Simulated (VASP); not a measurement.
Set up this calculation in VASP 6.6.1, as the native input.

* Task: single point
* Functional: PBE
* Potentials or basis: VASP PAW PBE potentials, release 64 (Mg, O)
* Cutoff: 520 eV
* k mesh: 15 × 15 × 15
* Occupations: fermi-dirac, width 0.05 eV
* Spin: no spin polarisation
* Dipole correction: no
* Further INCAR settings: ALGO = Normal; EDIFF = 1e-06; NBANDS = 11

The structure of MgO (zincblende type) lies in POSCAR:

```
MgO
1.0
    0.0000000000      2.2097044255      2.2097044255
    2.2097044255      0.0000000000      2.2097044255
    2.2097044255      2.2097044255      0.0000000000
Mg O
1 1
Direct
    0.0000000000      0.0000000000      0.0000000000
    0.2500000000      0.2500000000      0.2500000000
```

This cell differs from its parent crystal: volume scaled by 0.88.

One way to write it, as run:

INCAR

```
SYSTEM = MgO
PREC = Accurate
ENCUT = 520
EDIFF = 1E-6
ISMEAR = -1
SIGMA = 0.05
LREAL = .False.
LASPH = .True.
NELM = 60
ALGO = Normal
ISIF = 2
LWAVE = .False.
LCHARG = .False.
GGA = PE
NBANDS = 11
```

KPOINTS

```
Automatic mesh
0
Gamma
  15 15 15
  0 0 0
```

Potentials or basis: VASP PAW PBE potentials, release 64 (Mg, O).

The run is started by

```bash
$ cat potpaw_PBE.64/Mg/POTCAR potpaw_PBE.64/O/POTCAR > POTCAR
$ mpirun -np 1 vasp_std > vasp.out
```

Results of the run:

```json
{"Pressure": "18.7 GPa", "Band gap on the k mesh": "4.21 eV, indirect (the least direct gap lies 2.1 meV higher)"}
```

Wall time 18 s on 1 thread of Intel(R) Xeon(R) Platinum 8259CL CPU @ 2.50GHz (Skylake/Cascade Lake) (shared host), peak memory 0.16 GiB.
